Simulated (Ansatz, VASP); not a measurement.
Given: the input of a run of Ansatz 0.2.0 on CdGeAs2.

The input input.yaml:

```yaml
crystal:
  lattice:
    - [-2.9278600024, 2.9278600024, 5.5486663435]
    - [2.9278600024, -2.9278600024, 5.5486663435]
    - [2.9278600024, 2.9278600024, -5.5486663435]
  atoms:
    - { symbol: Cd, position: [0.5, 0.5, 0.0] }
    - { symbol: Cd, position: [0.25, 0.75, 0.5] }
    - { symbol: As, position: [0.09621757, 0.125, 0.47121757] }
    - { symbol: As, position: [0.375, 0.90378243, 0.02878243] }
    - { symbol: As, position: [0.65378243, 0.625, 0.52878243] }
    - { symbol: As, position: [0.875, 0.34621757, 0.97121757] }
    - { symbol: Ge, position: [0.75, 0.25, 0.5] }
    - { symbol: Ge, position: [0.0, 0.0, 0.0] }
kpoints:
  mp_grid: { grid: [6, 6, 6] }
scf:
  occupations: { method: fermi_dirac, width: 0.05 }
hamiltonian:
  xc: pbesol
  pseudopotentials: { kind: all_electron, lapw: { basis_error: 0.001 } }
output:
  forces: true
  stress: true
  eigenvalues: true
```

Potentials or basis: all-electron LAPW, scalar-relativistic.

Launch:

```bash
$ ansatz run input.yaml --threads 4 --pin off --max-ram 12288MiB --backend cpu --events-out ev --progress --plain --runs-dir out
```

Problem. Set up the same calculation for VASP 6.6.1. Potentials there: VASP PAW PBE potentials, release 64 (Cd, As, Ge_d).

Solution. As run (the cutoff follows the program's own potentials):

Contents of INCAR:

```
ALGO = Normal
EDIFF = 1E-6
ENCUT = 520
GGA = PS
ISIF = 2
ISMEAR = -1
LASPH = True
LCHARG = False
LREAL = False
LWAVE = False
NBANDS = 46
NELM = 80
PREC = Accurate
SIGMA = 0.05
```

File KPOINTS:

```
k-points
0
Gamma
  6 6 6
```

The input POSCAR:

```
CdGeAs2
1.0
   -2.9278600024      2.9278600024      5.5486663435
    2.9278600024     -2.9278600024      5.5486663435
    2.9278600024      2.9278600024     -5.5486663435
Cd As Ge
2 4 2
Direct
    0.5000000000      0.5000000000      0.0000000000
    0.2500000000      0.7500000000      0.5000000000
    0.0962175700      0.1250000000      0.4712175700
    0.3750000000      0.9037824300      0.0287824300
    0.6537824300      0.6250000000      0.5287824300
    0.8750000000      0.3462175700      0.9712175700
    0.7500000000      0.2500000000      0.5000000000
    0.0000000000      0.0000000000      0.0000000000
```

Potentials or basis: VASP PAW PBE potentials, release 64 (Cd, As, Ge_d).

Run with:

```sh
$ cat potpaw_PBE.64/Cd/POTCAR potpaw_PBE.64/As/POTCAR potpaw_PBE.64/Ge_d/POTCAR > POTCAR
$ mpirun -np 1 vasp_std > vasp.out
```

Both were run:

|  | VASP | Ansatz | Ansatz less VASP |
| --- | --- | --- | --- |
| gap on the k mesh at the Fermi level (eV) | none | none | - |
| pressure (GPa) | 3.7 | 3.4 | -0.30 |
| traceless stress, the component that is largest in VASP (GPa) | -0.09 | -0.09 | +0.005 |
| rms of the force components (eV/Å) | 0.098 | 0.101 | +0.0034 |

VASP's potentials were made for PBE, not for PBEsol. Atom by atom the forces differ by 0.003 eV/Å (rms over components). A gap of «none» marks a metal or a gap that the smearing closes. Ansatz ran all-electron here, and VASP with PAW potentials.
